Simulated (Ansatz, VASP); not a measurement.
# One calculation of SiGe, two programs

```
Si Ge
1.0
     4.03084    0.00000    0.00000
    -2.01542    3.49081    0.00000
     0.00000    0.00000    5.55047
Si Ge
2 2
Direct
  0.66667 0.33333 0.87455
  0.33333 0.66667 0.37455
  0.66667 0.33333 0.50045
  0.33333 0.66667 0.00045
```

Alike in both runs: task single point; functional PBEsol; k mesh 12 × 12 × 6; occupations gaussian, width 0.03 eV; no spin polarisation.

|  | VASP | Ansatz |
| --- | --- | --- |
| version | VASP 6.6.1 | Ansatz 0.2.0 |
| potentials or method | VASP PAW PBE potentials, release 64 (Si, Ge_d), cutoff 520 eV | scalar-relativistic, plane waves, PAW |
| valence electrons in the cell | 36 | 36 |

Ansatz gave:

| Item | Value |
| --- | --- |
| gap on the k mesh at the Fermi level (eV) | none |
| pressure (GPa) | 14.4 |
| traceless stress, the component that is largest in VASP (GPa) | 38.84 |
| rms of the force components (eV/Å) | 2.397 |

Q: Which values does VASP return?

A: gap on the k mesh at the Fermi level (eV): none; pressure (GPa): 14.4; traceless stress, the component that is largest in VASP (GPa): 38.80; rms of the force components (eV/Å): 2.385.

VASP's potentials were made for PBE, not for PBEsol, and Ansatz warns of the same on its side. Atom by atom the forces differ by 0.012 eV/Å (rms over components). A gap of «none» marks a metal or a gap that the smearing closes.
